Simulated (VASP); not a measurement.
La2AsN, 4 atoms in the cell. It takes space group R-3m (No. 166, trigonal). The conventional cell has a = 4.028 Å, b = 4.028 Å, c = 20.213 Å, α = 90.00°, β = 90.00°, γ = 120.00°. Within 3.6 Å of N (site symmetry -3m) lie 6 La at 2.74 Å. As (site symmetry -3m) has 6 La at 3.02 Å within 4.0 Å. La (site symmetry 3m) has 3 N at 2.74 Å and 3 As at 3.02 Å within 3.6 Å. 

* Program: VASP 6.6.1
* Task: single point
* Functional: PBE
* Potentials or basis: VASP PAW PBE potentials, release 64 (N, As, La)
* Cutoff: 520 eV
* k mesh: 8 × 8 × 8
* Occupations: fermi-dirac, width 0.02 eV
* Spin: no spin polarisation
* Dipole correction: no
* Further INCAR settings: ALGO = Normal; EDIFF = 1e-07; NBANDS = 24

Potentials or basis: VASP PAW PBE potentials, release 64 (N, As, La).

Launch:

```console
$ cat potpaw_PBE.64/N/POTCAR potpaw_PBE.64/As/POTCAR potpaw_PBE.64/La/POTCAR > POTCAR
$ mpirun -np 1 vasp_std > vasp.out
```

Hardware: 1 thread of Intel(R) Xeon(R) Platinum 8488C (Sapphire Rapids), with other jobs on the host.

Question: Estimate the wall time of this run.

Answer: Wall time 8.4 min on 1 thread of Intel(R) Xeon(R) Platinum 8488C (Sapphire Rapids), on a shared host, peak memory 0.52 GiB. Counts: scf iterations 17, k points 65.
